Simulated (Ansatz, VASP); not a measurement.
Al3Cu in VASP and in Ansatz

```
Al Cu
1.0
     0.00000   -3.88912    0.00000
     0.00000    0.00000   -3.88912
    11.66736    0.00000    0.00000
Al Cu
9 3
Cartesian
  3.8891 -1.9446 -1.9446
  7.7782 -1.9446 -1.9446
  0.0000 -1.9446 -1.9446
  1.9446 -3.8891 -1.9446
  5.8337 -3.8891 -1.9446
  9.7228 -3.8891 -1.9446
  1.9446 -1.9446 0.0000
  5.8337 -1.9446 0.0000
  9.7228 -1.9446 0.0000
  0.0000 0.0000 -3.8891
  3.8891 0.0000 -3.8891
  7.7782 0.0000 -3.8891
```

Alike in both runs: task single point; functional r2SCAN; k mesh 12 × 12 × 4; occupations gaussian, width 0.15 eV; no spin polarisation.

```csv
,VASP,Ansatz
version,VASP 6.6.1,Ansatz 0.2.0
potentials or method,"VASP PAW PBE potentials, release 64 (Al, Cu), cutoff 520 eV","scalar-relativistic, plane waves, PAW"
valence electrons in the cell,60,84
```

Ansatz gave:

| Item | Value |
| --- | --- |
| gap on the k mesh at the Fermi level (eV) | none |
| pressure (GPa) | 0.0 |

Q: Which values does VASP return?

A: gap on the k mesh at the Fermi level (eV): none; pressure (GPa): -0.2.

VASP's potentials were made for PBE, not for r2SCAN. A gap of «none» marks a metal or a gap that the smearing closes. VASP's potentials hold 60 valence electrons a cell and Ansatz's 84, so a difference there can come from the potentials and not from the codes.
